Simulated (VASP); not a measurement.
## HfIn4SiO6: single point with PBE

HfIn4SiO6:

```
Hf In Si O
1.0
     3.23023   -5.57768   -0.02470
     3.23023    5.57768   -0.02470
    -1.49068    0.00000    6.32030
Hf In Si O
1 4 1 6
Direct
  0.10178 0.10178 0.00912
  0.79222 0.48204 0.00818
  0.48204 0.79222 0.00818
  0.54472 0.21983 0.48398
  0.21983 0.54472 0.48398
  0.85433 0.85433 0.44523
  0.83500 0.58822 0.38104
  0.58822 0.83500 0.38104
  0.02899 0.02899 0.29500
  0.97920 0.97920 0.69555
  0.42852 0.14514 0.07435
  0.14514 0.42852 0.07435
```

* Program: VASP 6.6.1
* Task: single point
* Functional: PBE
* Potentials or basis: VASP PAW PBE potentials, release 64 (Hf_pv, In_d, Si, O)
* Cutoff: 520 eV
* k mesh: 4 × 4 × 3
* Occupations: fermi-dirac, width 0.05 eV
* Spin: no spin polarisation

```yaml
Pressure: -0.2 GPa
Largest_force: 0.194 eV/Å
Band_gap_on_the_k_mesh: 0.55 eV (least direct gap 0.81 eV)
```

Forces on the atoms (eV/Å):
```
Hf   0.007  0.000  0.024
In   0.008  0.009 -0.009
In   0.008 -0.009 -0.009
In  -0.009  0.002  0.004
In  -0.009 -0.002  0.004
Si   0.025  0.000  0.011
O   -0.026 -0.042 -0.012
O   -0.026  0.042 -0.012
O    0.101  0.000 -0.149
O    0.039  0.000  0.190
O   -0.059  0.084 -0.021
O   -0.059 -0.084 -0.021
```

Stress tensor (GPa, compression positive):
```
-0.19  0.00 -0.01
 0.00 -0.19  0.00
-0.01  0.00 -0.36
```

Levels at points of the mesh, in eV from the valence-band top:
```tsv
k point	band 47	band 48	band 49	band 50	band 51	band 52	band 53	band 54	band 55	band 56
(0.00, 0.00, 0.00)	-2.93	-2.76	-1.13	-1.05	-0.42	1.64	1.91	2.11	2.85	2.93
(0.50, 0.00, 0.00)	-2.81	-2.33	-2.00	-1.23	-0.23	1.71	1.94	2.33	2.81	3.01
(0.50, 0.50, 0.00)	-2.77	-2.63	-1.93	-0.90	-0.33	0.99	2.52	2.85	2.90	3.00
```

Wall time 5.4 min on 1 thread of AMD EPYC 7R43 64-Core Processor (Zen 3) (shared host), peak memory 0.41 GiB.

Caveat: spin-orbit coupling is left out, which moves the levels of the heavy elements; an odd mesh through Γ misses points on the zone boundary, where band edges can lie.
